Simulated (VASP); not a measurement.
# Sn (a cell with a defect) in VASP: single point with LDA

Aim: the single point of Sn (a cell with a defect) with LDA.

All numbers are computed with VASP 6.6.1; they aren't measurements. Logs are shortened: lines on timing, memory, paths and dates and some standing lists are left out, and cuts for length are marked.

### Step 1. The cell of the first run

The cell holds a defect, 15 atoms: a = 9.156 Å, b = 9.156 Å, c = 9.156 Å, α = 60.00°, β = 60.00°, γ = 60.00°.

### Step 2. Single point, LDA

File INCAR:

```
PREC = Accurate
ENCUT = 400
EDIFF = 1E-6
ISMEAR = -1
SIGMA = 0.1
LREAL = False
LASPH = True
NELM = 120
ALGO = Normal
ISIF = 2
LWAVE = False
LCHARG = True
GGA = CA
LELF = True
LVHAR = True
NBANDS = 118
GGA_COMPAT = False
```

File KPOINTS:

```
regular mesh
0
Gamma
  2 2 2
```

File POSCAR:

```
Sn
1.0
    0.0000000000      6.4742849800      6.4742849800
    6.4742849800      0.0000000000      6.4742849800
    6.4742849800      6.4742849800      0.0000000000
Sn
15
Direct
    0.0087452900      0.0075536527     -0.0223364434
    0.1249683946      0.1234015806      0.1265526622
    0.0093741626      0.0077503539      0.5075178201
    0.0031718561      0.4993574595     -0.0006335063
    0.1249949612      0.6266960773      0.1261709984
    0.0086540058      0.4788574352      0.5069925884
    0.1251569868      0.6268167083      0.6234096912
    0.5009516896      0.0017461388     -0.0008059577
    0.6278375160      0.1236065454      0.1264230726
    0.4788663164      0.0077787741      0.5073300002
    0.6283719380      0.1233620396      0.6232241881
    0.5009747810      0.4995658223     -0.0006236210
    0.6265015384      0.6250845479      0.1249860799
    0.5011320957      0.4993274176      0.5016544700
    0.6277948086      0.6268827388      0.6234150200
```

Potentials or basis: VASP PAW LDA potentials, release 64 (Sn_d).

Launch:

```sh
$ cat potpaw_LDA.64/Sn_d/POTCAR > POTCAR
$ mpirun -np 1 vasp_std > vasp.out
```

OUTCAR:

```text
PREC = Accurate
   ENCUT = 400
   EDIFF = 1E-6
   ISMEAR = -1
   LREAL = False
   LASPH = True
   NELM = 120
   ISIF = 2
   GGA = CA

 ion  position               nearest neighbor table
   1  0.009  0.008  0.978-   5 2.85   9 2.85   2 2.85
   2  0.125  0.123  0.127-   4 2.81   8 2.81   1 2.85   3 2.85
   3  0.009  0.008  0.508-   7 2.85   2 2.85  11 2.85
   4  0.003  0.499  0.999-   7 2.81   2 2.81   5 2.81  13 2.82
   5  0.125  0.627  0.126-   4 2.81  12 2.81   6 2.85   1 2.85
   6  0.009  0.479  0.507-   5 2.85  15 2.85   7 2.85
   7  0.125  0.627  0.623-   4 2.81  14 2.81   6 2.85   3 2.85
   8  0.501  0.002  0.999-  11 2.81   9 2.81   2 2.81  13 2.82
   9  0.628  0.124  0.126-  12 2.81   8 2.81   1 2.85  10 2.85
  10  0.479  0.008  0.507-  15 2.85   9 2.85  11 2.85
  11  0.628  0.123  0.623-  14 2.81   8 2.81  10 2.85   3 2.85
  12  0.501  0.500  0.999-   9 2.81  15 2.81   5 2.81  13 2.82
  13  0.627  0.625  0.125-  12 2.82   8 2.82  14 2.82   4 2.82
  14  0.501  0.499  0.502-  11 2.81   7 2.81  15 2.81  13 2.82
  15  0.628  0.627  0.623-  12 2.81  14 2.81   6 2.85  10 2.85

  LATTYP: Found a face centered cubic cell.
 ALAT       =    12.9485699600

  Lattice vectors:

 A1 = (   0.0000000000,   6.4742849800,   6.4742849800)
 A2 = (   6.4742849800,   0.0000000000,   6.4742849800)
 A3 = (   6.4742849800,   6.4742849800,   0.0000000000)

Analysis of symmetry for initial positions (statically):
=====================================================================
 Subroutine PRICEL returns:
 Original cell was already a primitive cell.

 Routine SETGRP: Setting up the symmetry group for a
 face centered cubic supercell.

 Subroutine GETGRP returns: Found  1 space group operations
 (whereof  1 operations were pure point group operations)
 out of a pool of 48 trial point group operations.

The static configuration has the point symmetry C_1 .

Analysis of symmetry for dynamics (positions and initial velocities):
=====================================================================
 Subroutine PRICEL returns:
 Original cell was already a primitive cell.

 Routine SETGRP: Setting up the symmetry group for a
 face centered cubic supercell.

 Subroutine GETGRP returns: Found  1 space group operations
 (whereof  1 operations were pure point group operations)
 out of a pool of 48 trial point group operations.

The dynamic configuration has the point symmetry C_1 .

 Subroutine INISYM returns: Found  1 space group operations
 (whereof  1 operations are pure point group operations),
 and found     1 'primitive' translations

----------------------------------------------------------------------------------------

                                     Primitive cell

  volume of cell :     542.7570

  direct lattice vectors                    reciprocal lattice vectors
     0.000000000  6.474284980  6.474284980    -0.077228605  0.077228605  0.077228605
     6.474284980  0.000000000  6.474284980     0.077228605 -0.077228605  0.077228605
     6.474284980  6.474284980  0.000000000     0.077228605  0.077228605 -0.077228605

  length of vectors
     9.156021625  9.156021625  9.156021625     0.133763868  0.133763868  0.133763868

  position of ions in fractional coordinates (direct lattice)
     0.008745290  0.007553653  0.977663557
     0.124968395  0.123401581  0.126552662
     0.009374163  0.007750354  0.507517820
     0.003171856  0.499357459  0.999366494
     0.124994961  0.626696077  0.126170998
     0.008654006  0.478857435  0.506992588
     0.125156987  0.626816708  0.623409691
     0.500951690  0.001746139  0.999194042
     0.627837516  0.123606545  0.126423073
     0.478866316  0.007778774  0.507330000
     0.628371938  0.123362040  0.623224188
     0.500974781  0.499565822  0.999376379
     0.626501538  0.625084548  0.124986080
     0.501132096  0.499327418  0.501654470
     0.627794809  0.626882739  0.623415020

  ion indices of the primitive-cell ions
   primitive index   ion index
                 1           1
                 2           2
                 3           3
                 4           4
                 5           5
                 6           6
                 7           7
                 8           8
                 9           9
                10          10
                11          11
                12          12
                13          13
                14          14
                15          15

----------------------------------------------------------------------------------------

 KPOINTS: regular mesh

Automatic generation of k-mesh.
 Grid dimensions read from file:
 generate k-points for:    2    2    2

 Generating k-lattice:

  Cartesian coordinates                     Fractional coordinates (reciprocal lattice)
    -0.038614303  0.038614303  0.038614303     0.500000000  0.000000000  0.000000000
     0.038614303 -0.038614303  0.038614303     0.000000000  0.500000000  0.000000000
     0.038614303  0.038614303 -0.038614303     0.000000000  0.000000000  0.500000000

  Length of vectors
     0.066881934  0.066881934  0.066881934

  Shift w.r.t. Gamma in fractional coordinates (k-lattice)
     0.000000000  0.000000000  0.000000000

 Subroutine IBZKPT returns following result:
 ===========================================

 Found      8 irreducible k-points:

 Following reciprocal coordinates:
            Coordinates               Weight
  0.000000  0.000000  0.000000      1.000000
  0.500000  0.000000  0.000000      1.000000
  0.000000  0.500000  0.000000      1.000000
  0.000000  0.000000  0.500000      1.000000
  0.500000  0.500000  0.500000      1.000000
  0.500000  0.500000  0.000000      1.000000
  0.000000  0.500000  0.500000      1.000000
  0.500000  0.000000  0.500000      1.000000
   k-points           NKPTS =      8   k-points in BZ     NKDIM =      8   number of bands    NBANDS=    118
   number of dos      NEDOS =    301   number of ions     NIONS =     15
   total plane-waves  NPLWV = 216000
   dimension x,y,z NGX =    60 NGY =   60 NGZ =   60
   dimension x,y,z NGXF=   120 NGYF=  120 NGZF=  120
   ions per type =              15
   NGX,Y,Z   is equivalent  to a cutoff of  10.89, 10.89, 10.89 a.u.
   NGXF,Y,Z  is equivalent  to a cutoff of  21.79, 21.79, 21.79 a.u.
 SYSTEM =  unknown system
   PREC   = accura    normal or accurate (medium, high low for compatibility)
   ISTART =      0    job   : 0-new  1-cont  2-samecut
   ICHARG =      2    charge: 1-file 2-atom 10-const
   ISPIN  =      1    spin polarized calculation?
   LNONCOLLINEAR =      F non collinear calculations
   LSORBIT =      F    spin-orbit coupling
   LASPH  =      T    aspherical Exc in radial PAW
   ENCUT  =  400.0 eV  29.40 Ry    5.42 a.u.  14.93 14.93 14.93*2*pi/ulx,y,z
   NELM   =    120;   NELMIN=  2; NELMDL= -5     # of ELM steps
   EDIFF  = 0.1E-05   stopping-criterion for ELM
   LREAL  =      F    real-space projection
   EDIFFG = 0.1E-04   stopping-criterion for IOM
   NSW    =      0    number of steps for IOM
   IBRION =     -1    ionic relax: 0-MD 1-quasi-New 2-CG
   NFREE  =      0    steps in history (QN), initial steepest desc. (CG)
   ISIF   =      2    stress and relaxation
   ISYM   =      2    0-nonsym 1-usesym 2-fastsym
   POTIM  = 0.5000    time-step for ionic-motion
   TEBEG  =    0.0;   TEEND  =   0.0 temperature during run
   PSTRESS=    0.0 pullay stress
   NELECT =     210.0000    total number of electrons
   NUPDOWN=      -1.0000    fix difference up-down
   EMIN   =  10.00;   EMAX   =-10.00  energy-range for DOS
   EFERMI =   0.00;   METHOD = LEGACY
   ISMEAR =    -1;   SIGMA  =   0.10  broadening in eV -4-tet -1-fermi 0-gaus
   EFERMI_NEDOS =   21; number of points for ismear=-14 and -15
   IALGO  =     38    algorithm
   IMIX   =      4    mixing-type and parameters
     AMIX     =   0.40;   BMIX     =  1.00
     AMIX_MAG =   1.60;   BMIX_MAG =  1.00
  volume/ion in A,a.u.               =      36.18       244.18
  Fermi-wavevector in a.u.,A,eV,Ry     =   1.192924  2.254300 19.362012  1.423068
  Thomas-Fermi vector in A             =   2.328951
   LORBIT       =      0    0 simple, 1 ext, 2 COOP (PROOUT), +10 PAW based schemes
   GGA     = CA    functional components
   LHFCALC =     F    Hartree Fock is set to
   AEXX    =    0.0000 exact exchange contribution
   IVDW    =     0    specifies the selected vdW correction
   LEPSILON=     F    determine dielectric tensor
   LRPA    =     F    only Hartree local field effects (RPA)
 non-spin polarized calculation
  energy-cutoff  :      400.00
  volume of cell :      542.76
 maximum number of plane-waves:      9864
 NGX is ok and might be reduce to    60
   NGX = 29   NGY = 29   NGZ = 29

 number of electron     210.0000033 magnetization

 Free energy of the ion-electron system (eV)
  ---------------------------------------------------
  ext. energy  EPLUGINS =         0.00000000
  ---------------------------------------------------
  free energy    TOTEN  =       -64.12419593 eV

  energy without entropy =      -63.97726385  energy(sigma->0) =      -64.05072989

 E-fermi :   4.6212     XC(G=0):  -8.9608

 val. band max:        4.4780695767   @ k =   0.0000   0.0000   0.0000
 cond. band min:       4.8411578746   @ k =   0.0000   0.5000   0.5000
 fundamental gap:      0.3630882979
 Fermi energy:         4.6212180771

 k-point     1 :       0.0000    0.0000    0.0000
  band No.  band energies     occupation
      1     -16.8684      2.00000
      2     -16.8678      2.00000
      3     -16.8668      2.00000
      4     -16.8478      2.00000
      5     -16.8477      2.00000
      6     -16.8474      2.00000
[... 109 lines left out ...]
    116       6.2777      0.00000
    117       6.2794      0.00000

 k-point     2 :       0.5000    0.0000    0.0000
  band No.  band energies     occupation
      1     -16.8743      2.00000
      2     -16.8730      2.00000
      3     -16.8683      2.00000
      4     -16.8528      2.00000
      5     -16.8524      2.00000
      6     -16.8492      2.00000
[... 109 lines left out ...]
    116       7.9885      0.00000
    117       7.9890      0.00000

 k-point     3 :       0.0000    0.5000    0.0000
  band No.  band energies     occupation
      1     -16.8743      2.00000
      2     -16.8736      2.00000
      3     -16.8673      2.00000
      4     -16.8527      2.00000
      5     -16.8526      2.00000
      6     -16.8490      2.00000
[... 109 lines left out ...]
    116       7.9883      0.00000
    117       7.9890      0.00000

 k-point     4 :       0.0000    0.0000    0.5000
  band No.  band energies     occupation
      1     -16.8745      2.00000
      2     -16.8731      2.00000
      3     -16.8679      2.00000
      4     -16.8528      2.00000
      5     -16.8525      2.00000
      6     -16.8491      2.00000
[... 109 lines left out ...]
    116       7.9881      0.00000
    117       7.9893      0.00000

 k-point     5 :       0.5000    0.5000    0.5000
  band No.  band energies     occupation
      1     -16.8740      2.00000
      2     -16.8730      2.00000
      3     -16.8687      2.00000
      4     -16.8528      2.00000
      5     -16.8525      2.00000
      6     -16.8493      2.00000
[... 109 lines left out ...]
    116       7.9882      0.00000
    117       7.9895      0.00000

 k-point     6 :       0.5000    0.5000    0.0000
  band No.  band energies     occupation
      1     -16.8738      2.00000
      2     -16.8731      2.00000
      3     -16.8722      2.00000
      4     -16.8574      2.00000
      5     -16.8499      2.00000
      6     -16.8493      2.00000
[... 109 lines left out ...]
    116       8.2006      0.00000
    117       8.4883      0.00000

 k-point     7 :       0.0000    0.5000    0.5000
  band No.  band energies     occupation
      1     -16.8740      2.00000
      2     -16.8729      2.00000
      3     -16.8721      2.00000
      4     -16.8574      2.00000
      5     -16.8498      2.00000
      6     -16.8492      2.00000
[... 109 lines left out ...]
    116       8.2005      0.00000
    117       8.4875      0.00000

 k-point     8 :       0.5000    0.0000    0.5000
  band No.  band energies     occupation
      1     -16.8736      2.00000
      2     -16.8732      2.00000
      3     -16.8722      2.00000
      4     -16.8573      2.00000
      5     -16.8499      2.00000
      6     -16.8495      2.00000
[... 109 lines left out ...]
    116       8.1997      0.00000
    117       8.4888      0.00000
 [bands above 117 left out]

------------------------ aborting loop because EDIFF is reached ----------------------------------------

  FORCE on cell =-STRESS in cart. coord.  units (eV):
  Direction    XX          YY          ZZ          XY          YZ          ZX
  --------------------------------------------------------------------------------------
  -------------------------------------------------------------------------------------
  Total       -4.0971148     -4.1014640     -4.0961889     -0.0128286     -0.0292418      0.0032839
  in kB      -12.0943708    -12.1072096    -12.0916378     -0.0378690     -0.0863197      0.0096939
  external PRESSURE =     -12.0977394 kB  Pullay stress =       0.0000000 kB

 VOLUME and BASIS-vectors are now :
 -----------------------------------------------------------------------------
  energy-cutoff  :      400.00
  volume of cell :      542.76
      direct lattice vectors                 reciprocal lattice vectors
     0.000000000  6.474284980  6.474284980    -0.077228605  0.077228605  0.077228605
     6.474284980  0.000000000  6.474284980     0.077228605 -0.077228605  0.077228605
     6.474284980  6.474284980  0.000000000     0.077228605  0.077228605 -0.077228605

 POSITION                                       TOTAL-FORCE (eV/Angst)
 -----------------------------------------------------------------------------------
      6.37858      6.38629      0.10552        -0.003996     -0.002857      0.004541
      1.61827      1.62842      1.60802        -0.000475      0.000163     -0.000149
      3.33599      3.34651      0.11087         0.003839      0.003397      0.002342
      9.70317      6.49072      3.25352         0.002522     -0.001975     -0.001417
      4.87428      1.62612      4.86666         0.001068      0.000048      0.000520
      6.38267      3.33844      3.15629        -0.004047      0.004713     -0.004344
      8.09432      4.84643      4.86849        -0.000396     -0.001581      0.000200
      6.48037      9.71237      3.25461        -0.001041      0.001760     -0.001811
      1.61876      4.88330      4.86506        -0.000727      0.001154      0.000266
      3.33496      6.38492      3.15068         0.003902     -0.002629     -0.004243
      4.83361      8.10319      4.86694        -0.000107     -0.000322     -0.000149
      9.70458      9.71370      6.47778         0.001960      0.001107      0.001051
      4.85617      4.86534      8.10312        -0.000299      0.000019      0.000021
      6.48064      6.49233      6.47726        -0.001424     -0.002654      0.001957
      8.09478      8.10069      8.12314        -0.000778     -0.000342      0.001215
 -----------------------------------------------------------------------------------
    total drift:                               -0.000007     -0.002773     -0.003013

  FREE ENERGIE OF THE ION-ELECTRON SYSTEM (eV)
  ---------------------------------------------------
  free  energy   TOTEN  =       -64.1241959267 eV

  energy  without entropy=      -63.9772638498  energy(sigma->0) =      -64.05072989
```

Wall time 18 min (1 thread of AMD EPYC, shared host); peak memory 0.44 GiB.

What came out:

```
Free energy            : -64.1242 eV
Pressure               : -1.2 GPa
Largest force          : 0.008 eV/Å
Band gap on the k mesh : 0.36 eV
```

Forces in eV/Å, atoms in the order of the input:
```
Sn  -0.004 -0.003  0.005
Sn   0.000  0.000  0.000
Sn   0.004  0.003  0.002
Sn   0.003 -0.002 -0.001
Sn   0.001  0.000  0.001
Sn  -0.004  0.005 -0.004
Sn   0.000 -0.002  0.000
Sn  -0.001  0.002 -0.002
Sn  -0.001  0.001  0.000
Sn   0.004 -0.003 -0.004
Sn   0.000  0.000  0.000
Sn   0.002  0.001  0.001
Sn   0.000  0.000  0.000
Sn  -0.001 -0.003  0.002
Sn  -0.001  0.000  0.001
```

Levels at points of the mesh, in eV from the valence-band top:
```csv
k point,band 102,band 103,band 104,band 105,band 106,band 107,band 108,band 109
"(0.00, 0.00, 0.00)",-0.08,-0.08,-0.08,0.00,0.41,0.42,0.42,0.97
"(0.50, 0.00, 0.00)",-0.88,-0.88,-0.17,-0.17,0.65,0.65,0.81,1.13
"(0.00, 0.50, 0.00)",-0.87,-0.87,-0.17,-0.17,0.65,0.65,0.81,1.13
"(0.00, 0.00, 0.50)",-0.88,-0.87,-0.17,-0.17,0.65,0.65,0.81,1.13
"(0.50, 0.50, 0.50)",-0.88,-0.88,-0.17,-0.17,0.65,0.65,0.81,1.13
"(0.50, 0.50, 0.00)",-0.96,-0.96,-0.76,-0.61,0.36,0.37,1.45,1.49
"(0.00, 0.50, 0.50)",-0.96,-0.96,-0.76,-0.61,0.36,0.37,1.45,1.49
"(0.50, 0.00, 0.50)",-0.96,-0.96,-0.76,-0.61,0.36,0.37,1.45,1.49
```

Caveat: the k points lie up to 0.42 Å⁻¹ apart; spin-orbit coupling is left out, which moves the levels of the heavy elements.
